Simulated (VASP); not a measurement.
# Ta (Fm-3m) in VASP: single point with PBE

Aim: the single point of Ta with PBE.

Everything below comes from runs of VASP 6.6.1. Logs are shortened: lines on timing, memory, paths and dates and some standing lists are left out, and cuts for length are marked.

## 1. The cell of the first run

The structure is cubic, space group Fm-3m (No. 225). Conventional cell: a = 4.107 Å, b = 4.107 Å, c = 4.107 Å, α = 90.00°, β = 90.00°, γ = 90.00°. Within 3.8 Å of Ta (site symmetry m-3m) lie 12 Ta at 2.90 Å.

This isn't the form of Ta at room conditions, which is bcc.

## 2. Single point, PBE (17.32 Å³/atom)

INCAR

```
PREC = Accurate
ENCUT = 500
EDIFF = 1E-6
ISMEAR = -1
SIGMA = 0.1
LREAL = F
LASPH = T
NELM = 120
ALGO = Normal
ISIF = 2
LWAVE = F
LCHARG = F
GGA = PE
NBANDS = 12
GGA_COMPAT = F
```

KPOINTS

```
regular mesh
0
Gamma
  16 16 16
```

POSCAR

```
Ta
1.0
    0.0000000000      2.0536417209      2.0536417209
    2.0536417209      0.0000000000      2.0536417209
    2.0536417209      2.0536417209      0.0000000000
Ta
1
Direct
    0.0000000000      0.0000000000      0.0000000000
```

Potentials or basis: VASP PAW PBE potentials, release 64 (Ta_pv).

On the command line:

```bash
$ cat potpaw_PBE.64/Ta_pv/POTCAR > POTCAR
$ mpirun -np 1 vasp_std > vasp.out
```

OUTCAR:

```text
PREC = Accurate
   ENCUT = 500
   EDIFF = 1E-6
   ISMEAR = -1
   LREAL = F
   LASPH = T
   NELM = 120
   ISIF = 2
   GGA = PE

 ion  position               nearest neighbor table
   1  0.000  0.000  0.000-

  LATTYP: Found a face centered cubic cell.
 ALAT       =     4.1072834418

  Lattice vectors:

 A1 = (   0.0000000000,   2.0536417209,   2.0536417209)
 A2 = (   2.0536417209,   0.0000000000,   2.0536417209)
 A3 = (   2.0536417209,   2.0536417209,   0.0000000000)

Analysis of symmetry for initial positions (statically):
=====================================================================
 Subroutine PRICEL returns:
 Original cell was already a primitive cell.

 Routine SETGRP: Setting up the symmetry group for a
 face centered cubic supercell.

 Subroutine GETGRP returns: Found 48 space group operations
 (whereof 48 operations were pure point group operations)
 out of a pool of 48 trial point group operations.

The static configuration has the point symmetry O_h .

Analysis of symmetry for dynamics (positions and initial velocities):
=====================================================================
 Subroutine PRICEL returns:
 Original cell was already a primitive cell.

 Routine SETGRP: Setting up the symmetry group for a
 face centered cubic supercell.

 Subroutine GETGRP returns: Found 48 space group operations
 (whereof 48 operations were pure point group operations)
 out of a pool of 48 trial point group operations.

The dynamic configuration has the point symmetry O_h .

 Subroutine INISYM returns: Found 48 space group operations
 (whereof 48 operations are pure point group operations),
 and found     1 'primitive' translations

----------------------------------------------------------------------------------------

                                     Primitive cell

  volume of cell :      17.3222

  direct lattice vectors                    reciprocal lattice vectors
     0.000000000  2.053641721  2.053641721    -0.243469927  0.243469927  0.243469927
     2.053641721  0.000000000  2.053641721     0.243469927 -0.243469927  0.243469927
     2.053641721  2.053641721  0.000000000     0.243469927  0.243469927 -0.243469927

  length of vectors
     2.904287974  2.904287974  2.904287974     0.421702284  0.421702284  0.421702284

  position of ions in fractional coordinates (direct lattice)
     0.000000000  0.000000000  0.000000000

  ion indices of the primitive-cell ions
   primitive index   ion index
                 1           1

----------------------------------------------------------------------------------------

 KPOINTS: regular mesh

Automatic generation of k-mesh.
 Grid dimensions read from file:
 generate k-points for:   16   16   16

 Generating k-lattice:

  Cartesian coordinates                     Fractional coordinates (reciprocal lattice)
    -0.015216870  0.015216870  0.015216870     0.062500000  0.000000000  0.000000000
     0.015216870 -0.015216870  0.015216870     0.000000000  0.062500000  0.000000000
     0.015216870  0.015216870 -0.015216870     0.000000000  0.000000000  0.062500000

  Length of vectors
     0.026356393  0.026356393  0.026356393

  Shift w.r.t. Gamma in fractional coordinates (k-lattice)
     0.000000000  0.000000000  0.000000000

 Subroutine IBZKPT returns following result:
 ===========================================

 Found    145 irreducible k-points:

 Following reciprocal coordinates:
            Coordinates               Weight
  0.000000  0.000000  0.000000      1.000000
  0.062500  0.000000  0.000000      8.000000
  0.125000  0.000000  0.000000      8.000000
  0.187500  0.000000  0.000000      8.000000
  0.250000  0.000000  0.000000      8.000000
  0.312500  0.000000  0.000000      8.000000
[... 16 lines left out ...]
 -0.125000  0.062500  0.000000     24.000000
 -0.062500  0.062500  0.000000     12.000000
 [... further k-points ...]
   k-points           NKPTS =    145   k-points in BZ     NKDIM =    145   number of bands    NBANDS=     12
   number of dos      NEDOS =    301   number of ions     NIONS =      1
   total plane-waves  NPLWV =  13824
   dimension x,y,z NGX =    24 NGY =   24 NGZ =   24
   dimension x,y,z NGXF=    48 NGYF=   48 NGZF=   48
   ions per type =               1
   NGX,Y,Z   is equivalent  to a cutoff of  13.74, 13.74, 13.74 a.u.
   NGXF,Y,Z  is equivalent  to a cutoff of  27.48, 27.48, 27.48 a.u.
 SYSTEM =  unknown system
   PREC   = accura    normal or accurate (medium, high low for compatibility)
   ISTART =      0    job   : 0-new  1-cont  2-samecut
   ICHARG =      2    charge: 1-file 2-atom 10-const
   ISPIN  =      1    spin polarized calculation?
   LNONCOLLINEAR =      F non collinear calculations
   LSORBIT =      F    spin-orbit coupling
   LASPH  =      T    aspherical Exc in radial PAW
   ENCUT  =  500.0 eV  36.75 Ry    6.06 a.u.   5.30  5.30  5.30*2*pi/ulx,y,z
   NELM   =    120;   NELMIN=  2; NELMDL= -5     # of ELM steps
   EDIFF  = 0.1E-05   stopping-criterion for ELM
   LREAL  =      F    real-space projection
   EDIFFG = 0.1E-04   stopping-criterion for IOM
   NSW    =      0    number of steps for IOM
   IBRION =     -1    ionic relax: 0-MD 1-quasi-New 2-CG
   NFREE  =      0    steps in history (QN), initial steepest desc. (CG)
   ISIF   =      2    stress and relaxation
   ISYM   =      2    0-nonsym 1-usesym 2-fastsym
   POTIM  = 0.5000    time-step for ionic-motion
   TEBEG  =    0.0;   TEEND  =   0.0 temperature during run
   PSTRESS=    0.0 pullay stress
   NELECT =      11.0000    total number of electrons
   NUPDOWN=      -1.0000    fix difference up-down
   EMIN   =  10.00;   EMAX   =-10.00  energy-range for DOS
   EFERMI =   0.00;   METHOD = LEGACY
   ISMEAR =    -1;   SIGMA  =   0.10  broadening in eV -4-tet -1-fermi 0-gaus
   EFERMI_NEDOS =   21; number of points for ismear=-14 and -15
   IALGO  =     38    algorithm
   IMIX   =      4    mixing-type and parameters
     AMIX     =   0.40;   BMIX     =  1.00
     AMIX_MAG =   1.60;   BMIX_MAG =  1.00
  volume/ion in A,a.u.               =      17.32       116.90
  Fermi-wavevector in a.u.,A,eV,Ry     =   1.407141  2.659112 26.940171  1.980047
  Thomas-Fermi vector in A             =   2.529431
   LORBIT       =      0    0 simple, 1 ext, 2 COOP (PROOUT), +10 PAW based schemes
   GGA     = PE    functional components
   LHFCALC =     F    Hartree Fock is set to
   AEXX    =    0.0000 exact exchange contribution
   IVDW    =     0    specifies the selected vdW correction
   LEPSILON=     F    determine dielectric tensor
   LRPA    =     F    only Hartree local field effects (RPA)
 non-spin polarized calculation
  energy-cutoff  :      500.00
  volume of cell :       17.32
 maximum number of plane-waves:       459
 NGX is ok and might be reduce to    24
   NGX = 11   NGY = 11   NGZ = 11

 number of electron      10.9999999 magnetization

 Free energy of the ion-electron system (eV)
  ---------------------------------------------------
  ext. energy  EPLUGINS =         0.00000000
  ---------------------------------------------------
  free energy    TOTEN  =       -11.50949323 eV

  energy without entropy =      -11.47036195  energy(sigma->0) =      -11.48992759

 E-fermi :   6.2151     XC(G=0): -12.8216

 val. band max:        6.1762200828   @ k =   0.4375   0.1250   0.0000
 cond. band min:       6.2196664937   @ k =  -0.0625   0.0625   0.0000
 fundamental gap:      0.0434464109
 Fermi energy:         6.2150766026

 k-point     1 :       0.0000    0.0000    0.0000
  band No.  band energies     occupation
      1     -27.1164      2.00000
      2     -27.1164      2.00000
      3     -27.1164      2.00000
      4      -2.2586      2.00000
      5       6.6210      0.03395
      6       6.6210      0.03395
      7       6.6210      0.03395
      8       9.9659      0.00000
      9       9.9659      0.00000
     10      18.9034      0.00000
     11      20.6039      0.00000
     12      24.1583      0.00000

 k-point     2 :       0.0625    0.0000    0.0000
  band No.  band energies     occupation
      1     -27.1716      2.00000
      2     -27.1231      2.00000
      3     -27.1231      2.00000
      4      -2.0849      2.00000
      5       6.4685      0.14703
      6       6.7039      0.01496
      7       6.7039      0.01496
      8       9.8793      0.00000
      9       9.8793      0.00000
     10      19.2697      0.00000
     11      20.6038      0.00000
     12      23.3067      0.00000

 k-point     3 :       0.1250    0.0000    0.0000
  band No.  band energies     occupation
      1     -27.3265      2.00000
      2     -27.1424      2.00000
      3     -27.1424      2.00000
      4      -1.5888      2.00000
      5       6.0914      1.54984
      6       6.9099      0.00192
      7       6.9099      0.00192
      8       9.7000      0.00000
      9       9.7000      0.00000
     10      20.1810      0.00000
     11      20.6028      0.00000
     12      22.0033      0.00000

 k-point     4 :       0.1875    0.0000    0.0000
  band No.  band energies     occupation
      1     -27.5522      2.00000
      2     -27.1709      2.00000
      3     -27.1709      2.00000
      4      -0.8500      2.00000
      5       5.6739      1.99111
      6       7.0912      0.00031
      7       7.0912      0.00031
      8       9.6561      0.00000
      9       9.6561      0.00000
     10      20.1165      0.00000
     11      20.6074      0.00000
     12      22.1882      0.00000

 k-point     5 :       0.2500    0.0000    0.0000
  band No.  band energies     occupation
      1     -27.8098      2.00000
      2     -27.2044      2.00000
      3     -27.2044      2.00000
      4      -0.0189      2.00000
      5       5.4283      1.99923
      6       7.0616      0.00042
      7       7.0616      0.00042
      8       9.9979      0.00000
      9       9.9979      0.00000
     10      19.0950      0.00000
     11      20.6051      0.00000
     12      23.3587      0.00000

 k-point     6 :       0.3125    0.0000    0.0000
  band No.  band energies     occupation
      1     -28.0586      2.00000
      2     -27.2377      2.00000
      3     -27.2377      2.00000
      4       0.6802      2.00000
      5       5.5632      1.99705
      6       6.8452      0.00366
      7       6.8452      0.00366
      8      10.7106      0.00000
      9      10.7106      0.00000
     10      18.2317      0.00000
     11      20.6028      0.00000
     12      22.8475      0.00000

 k-point     7 :       0.3750    0.0000    0.0000
  band No.  band energies     occupation
      1     -28.2634      2.00000
      2     -27.2656      2.00000
      3     -27.2656      2.00000
      4       1.0755      2.00000
      5       6.1383      1.36624
      6       6.5977      0.04266
      7       6.5977      0.04266
      8      11.5676      0.00000
      9      11.5676      0.00000
     10      17.6431      0.00000
     11      20.5800      0.00000
     12      20.9936      0.00000

 k-point     8 :       0.4375    0.0000    0.0000
  band No.  band energies     occupation
      1     -28.3972      2.00000
      2     -27.2842      2.00000
      3     -27.2842      2.00000
      4       1.2173      2.00000
      5       6.4198      0.22861
      6       6.4198      0.22861
      7       6.8536      0.00337
      8      12.2919      0.00000
      9      12.2919      0.00000
     10      17.3866      0.00000
     11      19.2461      0.00000
     12      20.6148      0.00000
[... 166 lines left out ...]
 k-point    20 :      -0.3125    0.0625    0.0000
  band No.  band energies     occupation
      1     -28.1260      2.00000
      2     -27.3027      2.00000
      3     -27.2362      2.00000
      4       1.0031      2.00000
      5       5.5759      1.99666
      6       6.6096      0.03794
      7       6.8627      0.00308
      8      10.4399      0.00000
      9      11.7141      0.00000
     10      18.3043      0.00000
     11      20.6017      0.00000
     12      22.2282      0.00000

 k-point    21 :      -0.2500    0.0625    0.0000
  band No.  band energies     occupation
      1     -27.8964      2.00000
      2     -27.2709      2.00000
      3     -27.2010      2.00000
      4       0.3859      2.00000
      5       5.3055      1.99978
      6       6.8886      0.00237
      7       7.1292      0.00021
      8       9.6012      0.00000
      9      10.8975      0.00000
     10      19.1073      0.00000
     11      20.6052      0.00000
     12      23.5397      0.00000

 k-point    22 :      -0.1875    0.0625    0.0000
  band No.  band energies     occupation
      1     -27.6473      2.00000
      2     -27.2326      2.00000
      3     -27.1675      2.00000
      4      -0.4332      2.00000
      5       5.4467      1.99908
      6       7.0730      0.00038
      7       7.2480      0.00007
      8       9.1417      0.00000
      9      10.2856      0.00000
     10      20.0921      0.00000
     11      20.6087      0.00000
     12      22.7302      0.00000

 k-point    23 :      -0.1250    0.0625    0.0000
  band No.  band energies     occupation
      1     -27.4175      2.00000
      2     -27.1927      2.00000
      3     -27.1408      2.00000
      4      -1.2204      2.00000
      5       5.8183      1.96286
      6       7.0447      0.00050
      7       7.0725      0.00038
      8       9.2167      0.00000
      9      10.0109      0.00000
     10      20.5994      0.00000
     11      20.7666      0.00000
     12      21.7466      0.00000

 k-point    24 :      -0.0625    0.0625    0.0000
  band No.  band energies     occupation
      1     -27.2487      2.00000
      2     -27.1542      2.00000
      3     -27.1251      2.00000
      4      -1.8029      2.00000
      5       6.2197      0.97705
      6       6.8239      0.00453
      7       6.8631      0.00306
      8       9.5581      0.00000
      9       9.9574      0.00000
     10      19.8428      0.00000
     11      20.6034      0.00000
     12      22.6351      0.00000

 [... further k-points ...]
[... 5 lines left out ...]
  --------------------------------------------------------------------------------------
  -------------------------------------------------------------------------------------
  Total        2.0489565      2.0489565      2.0489565      0.0000000      0.0000000      0.0000000
  in kB      189.5131250    189.5131250    189.5131250      0.0000000      0.0000000      0.0000000
  external PRESSURE =     189.5131250 kB  Pullay stress =       0.0000000 kB

 VOLUME and BASIS-vectors are now :
 -----------------------------------------------------------------------------
  energy-cutoff  :      500.00
  volume of cell :       17.32
      direct lattice vectors                 reciprocal lattice vectors
     0.000000000  2.053641721  2.053641721    -0.243469927  0.243469927  0.243469927
     2.053641721  0.000000000  2.053641721     0.243469927 -0.243469927  0.243469927
     2.053641721  2.053641721  0.000000000     0.243469927  0.243469927 -0.243469927

 POSITION                                       TOTAL-FORCE (eV/Angst)
 -----------------------------------------------------------------------------------
      0.00000      0.00000      0.00000         0.000000     -0.000000      0.000000
 -----------------------------------------------------------------------------------
    total drift:                                0.000000     -0.000000     -0.000000

  FREE ENERGIE OF THE ION-ELECTRON SYSTEM (eV)
  ---------------------------------------------------
  free  energy   TOTEN  =       -11.5094932346 eV

  energy  without entropy=      -11.4703619526  energy(sigma->0) =      -11.48992759
```

Run time: 25 s. Hardware: 1 thread of AMD EPYC 7R43 (Zen 3), shared host; peak memory 0.13 GiB.

Results:

```yaml
Free_energy: -11.5095 eV
Pressure: 19.0 GPa
Band_gap_on_the_k_mesh: zero (an odd number of electrons rules out a gap without spin polarisation)
```

Levels at points of the mesh, in eV from the Fermi level:
| k point | band 1 | band 2 | band 3 | band 4 | band 5 | band 6 | band 7 | band 8 | band 9 | band 10 |
| --- | --- | --- | --- | --- | --- | --- | --- | --- | --- | --- |
| (0.00, 0.00, 0.00) | -33.33 | -33.33 | -33.33 | -8.47 | 0.41 | 0.41 | 0.41 | 3.75 | 3.75 | 12.69 |
| (0.50, 0.00, 0.00) | -34.66 | -33.51 | -33.51 | -4.97 | 0.14 | 0.14 | 0.97 | 6.37 | 6.37 | 11.19 |
| (0.50, 0.50, 0.00) | -34.57 | -33.81 | -33.81 | -4.87 | -3.77 | 3.38 | 6.36 | 7.15 | 7.15 | 11.82 |

Caveat: the cell stands under pressure; spin-orbit coupling is left out, which moves the levels of the heavy elements.

The gap in the log of VASP goes by the Fermi energy; the results here count the filled bands.